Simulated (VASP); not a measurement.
Wanted: the native input for a VASP 6.6.1 run.

- Task: relaxation of cell and atoms
- Functional: PBE
- Potentials or basis: VASP PAW PBE potentials, release 64 (Mg, S)
- Cutoff: 600 eV
- k mesh: 12 × 12 × 12
- Occupations: gaussian, width 0.02 eV
- Spin: no spin polarisation
- Dipole correction: no
- Further INCAR settings: ALGO = Normal; EDIFF = 1e-06; IBRION = 2; EDIFFG = -0.01; NSW = 100; ISIF = 3

The structure of Mg2S3 lies in POSCAR:

```
Mg2S3
1.0
    1.9323029021      1.1156156007      7.5906590793
   -1.9323029021      1.1156156007      7.5906590793
    0.0000000000     -2.2312312014      7.5906590793
Mg S
2 3
Direct
    0.2667685676      0.2667685676      0.2667685676
    0.7332314324      0.7332314324      0.7332314324
    0.0000000000      0.0000000000      0.0000000000
    0.4538296567      0.4538296567      0.4538296567
    0.5461703433      0.5461703433      0.5461703433
```

The input as run:

INCAR

```
SYSTEM = Mg2S3
PREC     = Accurate       ! precision mode
ENCUT    = 600            ! plane-wave cutoff, eV
EDIFF    = 1E-6           ! SCF threshold, eV
ISMEAR   = 0              ! smearing method
SIGMA    = 0.02           ! smearing width, eV
LREAL    = .FALSE.        ! projectors in reciprocal space
LASPH    = .TRUE.         ! aspherical terms in the spheres
NELM     = 100            ! most SCF steps
ALGO     = Normal         ! electronic algorithm
ISIF     = 3              ! what is computed and relaxed
LWAVE    = .FALSE.        ! write WAVECAR
LCHARG   = .FALSE.        ! write CHGCAR
GGA      = PE             ! functional
IBRION   = 2              ! ionic algorithm
NSW      = 100            ! ionic steps
EDIFFG   = -0.01          ! ionic threshold
```

KPOINTS

```
regular mesh
0
G
  12 12 12
  0 0 0
```

Potentials or basis: VASP PAW PBE potentials, release 64 (Mg, S).

Command:

```console
$ cat potpaw_PBE.64/Mg/POTCAR potpaw_PBE.64/S/POTCAR > POTCAR
$ mpirun -np 1 vasp_std > vasp.out
```

It gave:

The relaxed volume is 19.53 Å³/atom, the relaxed cell is a = 7.895 Å, b = 7.895 Å, c = 7.895 Å, α = 28.29°, β = 28.29°, γ = 28.29° and the space group after relaxing (to 0.1 Å) is R-3m (No. 166). The energy gained by relaxing is 0.2 meV/atom, the ionic steps are 4 and the pressure after relaxing is 0.0 GPa. The largest force after relaxing is 0.007 eV/Å. The band gap on the k mesh is 1.36 eV.

It took 65 min on 1 thread of Oxide Virtual Turin-like Processor, on a shared host, peak memory 0.8 GiB.
